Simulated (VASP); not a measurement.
## Mo: electric field gradients with PBE

Crystal: Mo.

```
CELL_PARAMETERS angstrom
-1.54977 1.54977 1.54977
1.54977 -1.54977 1.54977
1.54977 1.54977 -1.54977
ATOMIC_POSITIONS crystal
Mo 0.00000 0.00000 0.00000
```

This cell differs from its parent crystal: volume scaled by 0.96.

| Item | Value |
| --- | --- |
| Program | VASP 6.6.1 |
| Task | electric field gradients |
| Functional | PBE |
| Potentials or basis | VASP PAW PBE potentials, release 64 (Mo_sv) |
| Cutoff | 520 eV |
| k mesh | 16 × 16 × 16 |
| Occupations | fermi-dirac, width 0.05 eV |
| Spin | no spin polarisation |
| Dipole correction | no |
| Further INCAR settings | ALGO = Normal; EDIFF = 1e-08; NBANDS = 13 |

```json
{
 "Pressure": "17.7 GPa",
 "Band gap on the k mesh": "zero (band 7 reaches 17.67 eV, above the bottom of band 8 at 11.94 eV)"
}
```

Levels at points of the mesh, in eV from the Fermi level:
```tsv
k point	band 5	band 6	band 7	band 8	band 9	band 10
(0.00, 0.00, 0.00)	-7.41	-1.47	-1.47	-1.47	1.74	1.74
(0.50, 0.00, 0.00)	-5.64	-3.66	1.79	1.81	2.47	5.08
(0.50, 0.50, 0.50)	-5.84	-5.84	4.25	4.25	4.25	9.44
```

It took 15 s on 1 thread of Intel Xeon 6975P-C, on a shared host, peak memory 0.14 GiB.

Caveat: without QUAD_EFG the Cq values of the log hold for a quadrupole moment of 1 mb, not for the nuclei.
